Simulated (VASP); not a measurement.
Mg2C, 3 atoms in the cell. The structure is cubic, space group Fm-3m (No. 225). Conventional cell: a = 5.422 Å, b = 5.422 Å, c = 5.422 Å, α = 90.00°, β = 90.00°, γ = 90.00°. C (site symmetry m-3m) has 8 Mg at 2.35 Å within 3.1 Å. Mg (site symmetry -43m) has 4 C at 2.35 Å and 6 Mg at 2.71 Å within 3.1 Å. 

```yaml
Program: VASP 6.6.1
Task: single point
Functional: LDA
Potentials_or_basis: VASP PAW LDA potentials, release 64 (C, Mg)
Cutoff: 600 eV
k_mesh: 4 × 4 × 4
Occupations: gaussian, width 0.01 eV
Spin: no spin polarisation
Dipole_correction: no
Further_INCAR_settings: ALGO = Normal; EDIFF = 1e-06; NBANDS = 11
```

Potentials or basis: VASP PAW LDA potentials, release 64 (C, Mg).

Launch:

```bash
$ cat potpaw_LDA.64/C/POTCAR potpaw_LDA.64/Mg/POTCAR > POTCAR
$ mpirun -np 1 vasp_std > vasp.out
```

Hardware: 1 thread of Intel(R) Xeon(R) 6975P-C (Granite Rapids) (shared host).

Task: Estimate the wall time of this run.

Result: It took 2.4 s on 1 thread of Intel(R) Xeon(R) 6975P-C (Granite Rapids), on a shared host, peak memory 0.15 GiB. Counts: scf iterations 12, k points 8.
